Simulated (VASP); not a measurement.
Set up this calculation in VASP 6.6.1, as the native input.

- Task: single point
- Functional: PBE0
- Potentials or basis: VASP PAW PBE potentials, release 64 (Sb_d_GW)
- Cutoff: 400 eV
- k mesh: 4 × 4 × 4
- Occupations: fermi-dirac, width 0.05 eV
- Spin: no spin polarisation
- Dipole correction: no
- Grid for exact exchange (PRECFOCK): Normal
- Further INCAR settings: ALGO = Normal; EDIFF = 1e-06; NBANDS = 14
- Share of exact exchange: 0.25

Crystal: Sb.

```
Sb
1.0
     3.11729    0.00000    0.00000
     0.00000    3.11729    0.00000
     0.00000    0.00000    3.11729
Sb
1
Direct
  0.00000 0.00000 0.00000
```

This isn't the form of Sb at room conditions, which is rhombohedral.

These files were run (other wordings do the same):

POSCAR

```
Sb
1.0
    3.1172920620      0.0000000000      0.0000000000
    0.0000000000      3.1172920620      0.0000000000
    0.0000000000      0.0000000000      3.1172920620
Sb
1
Direct
    0.0000000000      0.0000000000      0.0000000000
```

INCAR.step1

```
SYSTEM = Sb
ALGO     = Normal         ! electronic algorithm
EDIFF    = 1E-5           ! SCF threshold, eV
ENCUT    = 400            ! plane-wave cutoff, eV
GGA      = PE             ! functional
GGA_COMPAT= .False.      
ISIF     = 2              ! what is computed and relaxed
ISMEAR   = -1             ! smearing method
LASPH    = .True.         ! aspherical terms in the spheres
LCHARG   = .False.        ! write CHGCAR
LREAL    = .False.        ! projectors in reciprocal space
LWAVE    = .True.         ! write WAVECAR
NBANDS   = 14             ! bands
NELM     = 120            ! most SCF steps
PREC     = Accurate       ! precision mode
SIGMA    = 0.05           ! smearing width, eV
```

INCAR.step2

```
SYSTEM = Sb
AEXX     = 0.25           ! exact-exchange fraction
ALGO     = Normal         ! electronic algorithm
EDIFF    = 1E-6           ! SCF threshold, eV
ENCUT    = 400            ! plane-wave cutoff, eV
GGA      = PE             ! functional
GGA_COMPAT= .False.      
ISIF     = 2              ! what is computed and relaxed
ISMEAR   = -1             ! smearing method
ISTART   = 1            
LASPH    = .True.         ! aspherical terms in the spheres
LCHARG   = .False.        ! write CHGCAR
LHFCALC  = .True.         ! exact exchange
LREAL    = .False.        ! projectors in reciprocal space
LWAVE    = .False.        ! write WAVECAR
NBANDS   = 14             ! bands
NELM     = 120            ! most SCF steps
PREC     = Accurate       ! precision mode
PRECFOCK = Normal       
SIGMA    = 0.05           ! smearing width, eV
```

KPOINTS

```
k-points
0
Gamma
  4 4 4
  0 0 0
```

Potentials or basis: VASP PAW PBE potentials, release 64 (Sb_d_GW).

Command:

```sh
$ cat potpaw_PBE.64/Sb_d_GW/POTCAR > POTCAR
$ cp INCAR.step1 INCAR
$ mpirun -np 1 vasp_std > vasp.out
$ cp INCAR.step2 INCAR
$ mpirun -np 1 vasp_std > vasp.out
```

It gave:

```
Pressure               : -4.4 GPa
Band gap on the k mesh : zero (an odd number of electrons rules out a gap without spin polarisation)
```

Caveat: the k points lie up to 0.50 Å⁻¹ apart, too coarse for converged energies and pressures of a metal; the PAW data sets were made with another functional, which shifts forces and pressure a little; spin-orbit coupling is left out, which moves the levels of the heavy elements.

Wall time 2.2 min on 1 thread of AMD EPYC 7R13 Processor (Zen 3), on a shared host, peak memory 0.1 GiB.
